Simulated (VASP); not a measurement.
# GaAs in VASP: single point with PBEsol

Aim: the single point of GaAs with PBEsol.

Everything below comes from runs of VASP 6.6.1. Logs are shortened: lines on timing, memory, paths and dates and some standing lists are left out, and cuts for length are marked.

**1. The cell of the first run**

The cell holds a slab with vacuum, 6 atoms: a = 4.001 Å, b = 4.001 Å, c = 24.350 Å, α = 90.00°, β = 90.00°, γ = 120.00°.

**2. Single point, PBEsol**

File INCAR:

```
PREC = Accurate
ENCUT = 520
EDIFF = 1E-6
ISMEAR = 0
SIGMA = 0.05
LREAL = F
LASPH = T
NELM = 100
ALGO = Normal
ISIF = 2
LWAVE = F
LCHARG = F
LDIPOL = T
IDIPOL = 3
DIPOL = 0.5 0.5 0.500
GGA = PS
NBANDS = 36
```

File KPOINTS:

```
regular mesh
0
Gamma
  9 9 1
```

File POSCAR:

```
GaAs
1.0
    4.0010046524      0.0000000000      0.0000000000
   -2.0005023262      3.4649716696      0.0000000000
    0.0000000000      0.0000000000     24.3503148927
As Ga
3 3
Direct
    0.0000000000      0.0000000000      0.3490714612
    0.3333333333      0.6666666667      0.4832301624
    0.6666666667      0.3333333333      0.6202553564
    0.3333333333      0.6666666667      0.3826111365
    0.6666666667      0.3333333333      0.5145795874
    0.0000000000      0.0000000000      0.6494247561
```

Potentials or basis: VASP PAW PBE potentials, release 64 (As, Ga_d).

Run with:

```
> cat potpaw_PBE.64/As/POTCAR potpaw_PBE.64/Ga_d/POTCAR > POTCAR
> mpirun -np 1 vasp_std > vasp.out
```

OUTCAR:

```text
PREC = Accurate
   ENCUT = 520
   EDIFF = 1E-6
   ISMEAR = 0
   LREAL = F
   LASPH = T
   NELM = 100
   ISIF = 2
   GGA = PS

 ion  position               nearest neighbor table
   1  0.000  0.000  0.349-   4 2.45   4 2.45   4 2.45
   2  0.333  0.667  0.483-   5 2.43   5 2.43   5 2.43   4 2.45
   3  0.667  0.333  0.620-   6 2.42   6 2.42   6 2.42   5 2.57
   4  0.333  0.667  0.383-   1 2.45   1 2.45   1 2.45   2 2.45
   5  0.667  0.333  0.515-   2 2.43   2 2.43   2 2.43   3 2.57
   6  0.000  0.000  0.649-   3 2.42   3 2.42   3 2.42

  LATTYP: Found a hexagonal cell.
 ALAT       =     4.0010046524
 C/A-ratio  =     6.0860501320

  Lattice vectors:

 A1 = (   4.0010046524,   0.0000000000,   0.0000000000)
 A2 = (  -2.0005023262,   3.4649716696,   0.0000000000)
 A3 = (   0.0000000000,   0.0000000000,  24.3503148927)

Analysis of symmetry for initial positions (statically):
=====================================================================
 Subroutine PRICEL returns:
 Original cell was already a primitive cell.

 Routine SETGRP: Setting up the symmetry group for a
 hexagonal supercell.

 Subroutine GETGRP returns: Found  6 space group operations
 (whereof  6 operations were pure point group operations)
 out of a pool of 24 trial point group operations.

The static configuration has the point symmetry C_3v.

Analysis of symmetry for dynamics (positions and initial velocities):
=====================================================================
 Subroutine PRICEL returns:
 Original cell was already a primitive cell.

 Routine SETGRP: Setting up the symmetry group for a
 hexagonal supercell.

 Subroutine GETGRP returns: Found  6 space group operations
 (whereof  6 operations were pure point group operations)
 out of a pool of 24 trial point group operations.

The dynamic configuration has the point symmetry C_3v.

 Subroutine INISYM returns: Found  6 space group operations
 (whereof  6 operations are pure point group operations),
 and found     1 'primitive' translations

----------------------------------------------------------------------------------------

                                     Primitive cell

  volume of cell :     337.5774

  direct lattice vectors                    reciprocal lattice vectors
     4.001004652  0.000000000  0.000000000     0.249937225  0.144301324  0.000000000
    -2.000502326  3.464971670  0.000000000     0.000000000  0.288602648  0.000000000
     0.000000000  0.000000000 24.350314893     0.000000000  0.000000000  0.041067231

  length of vectors
     4.001004652  4.001004652 24.350314893     0.288602648  0.288602648  0.041067231

  position of ions in fractional coordinates (direct lattice)
     0.000000000  0.000000000  0.349071461
     0.333333333  0.666666667  0.483230162
     0.666666667  0.333333333  0.620255356
     0.333333333  0.666666667  0.382611137
     0.666666667  0.333333333  0.514579587
     0.000000000  0.000000000  0.649424756

  ion indices of the primitive-cell ions
   primitive index   ion index
                 1           1
                 2           2
                 3           3
                 4           4
                 5           5
                 6           6

----------------------------------------------------------------------------------------

 KPOINTS: regular mesh

Automatic generation of k-mesh.
 Grid dimensions read from file:
 generate k-points for:    9    9    1

 Generating k-lattice:

  Cartesian coordinates                     Fractional coordinates (reciprocal lattice)
     0.027770803  0.016033480  0.000000000     0.111111111  0.000000000  0.000000000
     0.000000000  0.032066961  0.000000000     0.000000000  0.111111111  0.000000000
     0.000000000  0.000000000  0.041067231     0.000000000  0.000000000  1.000000000

  Length of vectors
     0.032066961  0.032066961  0.041067231

  Shift w.r.t. Gamma in fractional coordinates (k-lattice)
     0.000000000  0.000000000  0.000000000

 Subroutine IBZKPT returns following result:
 ===========================================

 Found     12 irreducible k-points:

 Following reciprocal coordinates:
            Coordinates               Weight
  0.000000  0.000000  0.000000      1.000000
  0.111111  0.000000  0.000000      6.000000
  0.222222  0.000000  0.000000      6.000000
  0.333333  0.000000  0.000000      6.000000
  0.444444  0.000000  0.000000      6.000000
  0.111111  0.111111  0.000000      6.000000
  0.222222  0.111111  0.000000     12.000000
  0.333333  0.111111  0.000000     12.000000
  0.444444  0.111111  0.000000      6.000000
  0.222222  0.222222  0.000000      6.000000
  0.333333  0.222222  0.000000     12.000000
  0.333333  0.333333  0.000000      2.000000
   k-points           NKPTS =     12   k-points in BZ     NKDIM =     12   number of bands    NBANDS=     36
   number of dos      NEDOS =    301   number of ions     NIONS =      6
   total plane-waves  NPLWV = 172800
   dimension x,y,z NGX =    30 NGY =   30 NGZ =  192
   dimension x,y,z NGXF=    60 NGYF=   60 NGZF=  384
   ions per type =               3   3
   NGX,Y,Z   is equivalent  to a cutoff of  12.47, 12.47, 13.11 a.u.
   NGXF,Y,Z  is equivalent  to a cutoff of  24.93, 24.93, 26.22 a.u.
 SYSTEM =  unknown system
   PREC   = accura    normal or accurate (medium, high low for compatibility)
   ISTART =      0    job   : 0-new  1-cont  2-samecut
   ICHARG =      2    charge: 1-file 2-atom 10-const
   ISPIN  =      1    spin polarized calculation?
   LNONCOLLINEAR =      F non collinear calculations
   LSORBIT =      F    spin-orbit coupling
   LASPH  =      T    aspherical Exc in radial PAW
   ENCUT  =  520.0 eV  38.22 Ry    6.18 a.u.   7.44  7.44 45.28*2*pi/ulx,y,z
   NELM   =    100;   NELMIN=  2; NELMDL= -5     # of ELM steps
   EDIFF  = 0.1E-05   stopping-criterion for ELM
   LREAL  =      F    real-space projection
   EDIFFG = 0.1E-04   stopping-criterion for IOM
   NSW    =      0    number of steps for IOM
   IBRION =     -1    ionic relax: 0-MD 1-quasi-New 2-CG
   NFREE  =      0    steps in history (QN), initial steepest desc. (CG)
   ISIF   =      2    stress and relaxation
   ISYM   =      2    0-nonsym 1-usesym 2-fastsym
   POTIM  = 0.5000    time-step for ionic-motion
   TEBEG  =    0.0;   TEEND  =   0.0 temperature during run
   PSTRESS=    0.0 pullay stress
   NELECT =      54.0000    total number of electrons
   NUPDOWN=      -1.0000    fix difference up-down
   EMIN   =  10.00;   EMAX   =-10.00  energy-range for DOS
   EFERMI =   0.00;   METHOD = LEGACY
   ISMEAR =     0;   SIGMA  =   0.05  broadening in eV -4-tet -1-fermi 0-gaus
   EFERMI_NEDOS =   21; number of points for ismear=-14 and -15
   IALGO  =     38    algorithm
   IMIX   =      4    mixing-type and parameters
     AMIX     =   0.40;   BMIX     =  1.00
     AMIX_MAG =   1.60;   BMIX_MAG =  1.00
  volume/ion in A,a.u.               =      56.26       379.68
  Fermi-wavevector in a.u.,A,eV,Ry     =   0.888686  1.679373 10.745374  0.789763
  Thomas-Fermi vector in A             =   2.010148
   LORBIT       =      0    0 simple, 1 ext, 2 COOP (PROOUT), +10 PAW based schemes
   GGA     = PS    functional components
   LHFCALC =     F    Hartree Fock is set to
   AEXX    =    0.0000 exact exchange contribution
   IVDW    =     0    specifies the selected vdW correction
   LEPSILON=     F    determine dielectric tensor
   LRPA    =     F    only Hartree local field effects (RPA)
 non-spin polarized calculation
 Gauss-broadening in eV      SIGMA  =   0.05
  energy-cutoff  :      520.00
  volume of cell :      337.58
 maximum number of plane-waves:      9145
 NGX is ok and might be reduce to    30
   NGX = 15   NGY = 15   NGZ = 91

 number of electron      53.9999966 magnetization

 dipolmoment           0.000000      0.000000     -0.166653 electrons x Angstroem

 Free energy of the ion-electron system (eV)
  ---------------------------------------------------
  ext. energy  EPLUGINS =         0.00000000
  ---------------------------------------------------
  free energy    TOTEN  =       -25.28252334 eV

  energy without entropy =      -25.27600155  energy(sigma->0) =      -25.27926245

 E-fermi :  -1.1266     XC(G=0):  -4.4937

 val. band max:       -1.1291437287   @ k =   0.4444   0.1111   0.0000
 cond. band min:      -1.0872537996   @ k =   0.3333   0.2222   0.0000
 fundamental gap:      0.0418899291
 Fermi energy:        -1.1265997661

 k-point     1 :       0.0000    0.0000    0.0000
  band No.  band energies     occupation
      1     -16.8546      2.00000
      2     -16.7835      2.00000
      3     -16.7835      2.00000
      4     -16.7227      2.00000
      5     -16.7227      2.00000
      6     -16.3432      2.00000
[... 28 lines left out ...]
     35       2.8941      0.00000
     36       2.8941      0.00000

 k-point     2 :       0.1111    0.0000    0.0000
  band No.  band energies     occupation
      1     -16.8548      2.00000
      2     -16.7862      2.00000
      3     -16.7819      2.00000
      4     -16.7239      2.00000
      5     -16.7202      2.00000
      6     -16.3410      2.00000
[... 28 lines left out ...]
     35       2.7862      0.00000
     36       3.3204      0.00000

 k-point     3 :       0.2222    0.0000    0.0000
  band No.  band energies     occupation
      1     -16.8592      2.00000
      2     -16.7890      2.00000
      3     -16.7787      2.00000
      4     -16.7269      2.00000
      5     -16.7131      2.00000
      6     -16.3381      2.00000
[... 28 lines left out ...]
     35       3.4600      0.00000
     36       3.8752      0.00000
[... 274 lines left out ...]
 k-point    11 :       0.3333    0.2222    0.0000
  band No.  band energies     occupation
      1     -16.8749      2.00000
      2     -16.7826      2.00000
      3     -16.7783      2.00000
      4     -16.7289      2.00000
      5     -16.7015      2.00000
      6     -16.3421      2.00000
[... 28 lines left out ...]
     35       4.2460      0.00000
     36       4.7764      0.00000

 k-point    12 :       0.3333    0.3333    0.0000
  band No.  band energies     occupation
      1     -16.8749      2.00000
      2     -16.7811      2.00000
      3     -16.7794      2.00000
      4     -16.7277      2.00000
      5     -16.7029      2.00000
      6     -16.3414      2.00000
[... 28 lines left out ...]
     35       4.6072      0.00000
     36       5.4764      0.00000

------------------------ aborting loop because EDIFF is reached ----------------------------------------

 vacuum level on the upper side and lower side of the slab       (xc-potential included)        -1.195         0.926

  FORCE on cell =-STRESS in cart. coord.  units (eV):
  Direction    XX          YY          ZZ          XY          YZ          ZX
  --------------------------------------------------------------------------------------
  -------------------------------------------------------------------------------------
  Total       -0.2607176     -0.2607176      1.3713873      0.0000000     -0.0000000     -0.0000000
  in kB       -1.2373930     -1.2373930      6.5087470      0.0000000     -0.0000000     -0.0000000
  external PRESSURE =       1.3446537 kB  Pullay stress =       0.0000000 kB

 VOLUME and BASIS-vectors are now :
 -----------------------------------------------------------------------------
  energy-cutoff  :      520.00
  volume of cell :      337.58
      direct lattice vectors                 reciprocal lattice vectors
     4.001004652  0.000000000  0.000000000     0.249937225  0.144301324  0.000000000
    -2.000502326  3.464971670  0.000000000     0.000000000  0.288602648  0.000000000
     0.000000000  0.000000000 24.350314893     0.000000000  0.000000000  0.041067231

 POSITION                                       TOTAL-FORCE (eV/Angst)
 -----------------------------------------------------------------------------------
      0.00000      0.00000      8.50000        -0.000000      0.000000      0.040072
     -0.00000      2.30998     11.76681         0.000000     -0.000000      0.522256
      2.00050      1.15499     15.10341         0.000000     -0.000000     -0.005852
     -0.00000      2.30998      9.31670        -0.000000     -0.000000     -0.585162
      2.00050      1.15499     12.53017        -0.000000      0.000000      0.011227
      0.00000      0.00000     15.81370        -0.000000      0.000000      0.017460
 -----------------------------------------------------------------------------------
    total drift:                               -0.000000      0.000000      0.000725

  FREE ENERGIE OF THE ION-ELECTRON SYSTEM (eV)
  ---------------------------------------------------
  free  energy   TOTEN  =       -25.2825233437 eV

  energy  without entropy=      -25.2760015534  energy(sigma->0) =      -25.27926245

 vacuum level on the upper side and lower side of the slab         2.292         4.454
```

Wall time 4.7 min (1 thread of Intel Xeon Platinum 8488C (Sapphire Rapids), shared host); peak memory 0.48 GiB.

Results:

```
Free energy            : -25.2825 eV
Largest force          : 0.585 eV/Å
Band gap on the k mesh : zero (band 27 reaches -0.92 eV, above the bottom of band 28 at -1.13 eV)
```

Forces on the atoms (eV/Å):
```
As   0.000  0.000  0.040
As   0.000  0.000  0.522
As   0.000  0.000 -0.006
Ga   0.000  0.000 -0.585
Ga   0.000  0.000  0.011
Ga   0.000  0.000  0.017
```

Caveat: the PAW data sets were made with another functional, which shifts forces and pressure a little.
